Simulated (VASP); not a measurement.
Crystal: ZnS.

```
CELL_PARAMETERS angstrom
1.90307 1.09874 9.35195
-1.90307 1.09874 9.35195
0.00000 -2.19748 9.35195
ATOMIC_POSITIONS crystal
Zn 0.99997 0.99997 0.99997
Zn 0.22227 0.22227 0.22227
Zn 0.44461 0.44461 0.44461
S 0.08327 0.08327 0.08327
S 0.52784 0.52784 0.52784
S 0.30536 0.30536 0.30536
```

Base run:

- Program: VASP 6.6.1
- Functional: LDA
- Potentials or basis: VASP PAW LDA potentials, release 64 (Zn, S)
- Cutoff: 520 eV
- k mesh: 6 × 6 × 6
- Occupations: gaussian, width 0.01 eV
- Spin: no spin polarisation
- Hubbard terms: Zn d U = 6.0 eV

Its results: band gap on the k mesh 2.34 eV; pressure -6.0 GPa; largest force 0.023 eV/Å.

Task: After a change of settings the same cell gave: band gap on the k mesh 1.97 eV; pressure -3.7 GPa; largest force 0.014 eV/Å. Which change was it?
A. hubbard terms from Zn d U = 6.0 eV to none
B. hubbard terms from Zn d U = 6.0 eV to Zn d U = 3.0 eV
C. hubbard terms from Zn d U = 6.0 eV to Zn d U = 4.5 eV; further incar settings from ALGO = Normal; EDIFF = 1e-06; NBANDS = 36 to ALGO = Normal; EDIFF = 1e-07; NBANDS = 36

Result: A.

The U term pushes filled and empty states of the shell apart.

Caveats: the cell stands under tension.
